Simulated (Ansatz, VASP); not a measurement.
**Ru in VASP and in Ansatz**

```
Ru
1.0
     2.65818    0.00000    0.00000
    -1.32909    3.50972    0.00000
     0.00000    0.00000   24.48520
Ru
2
Direct
  0.63254 0.26507 0.28136
  0.36746 0.73493 0.33126
```

Alike in both runs: functional PBE; k mesh 6 × 6 × 1; occupations gaussian, width 0.1 eV; no spin polarisation.

Ansatz relaxed the structure, and its values are those at the end. VASP's run is a single point on that final structure, the one shown.

|  | VASP | Ansatz |
| --- | --- | --- |
| version | VASP 6.6.1 | Ansatz 0.2.0 |
| potentials or method | VASP PAW PBE potentials, release 64 (Ru_sv), cutoff 420 eV | scalar-relativistic, plane waves, PAW |
| valence electrons in the cell | 32 | 32 |

```tsv
	VASP	Ansatz	Ansatz less VASP
gap on the k mesh at the Fermi level (eV)	none	none	-
rms of the force components (eV/Å)	0.008	0.004	-0.0040
```

A gap of «none» marks a metal or a gap that the smearing closes. With one functional, cell and mesh, what is left measures potentials, basis and numerics. Ansatz's warnings: slab cell height set.

The k mesh is coarse, so the values compare programs but aren't converged.
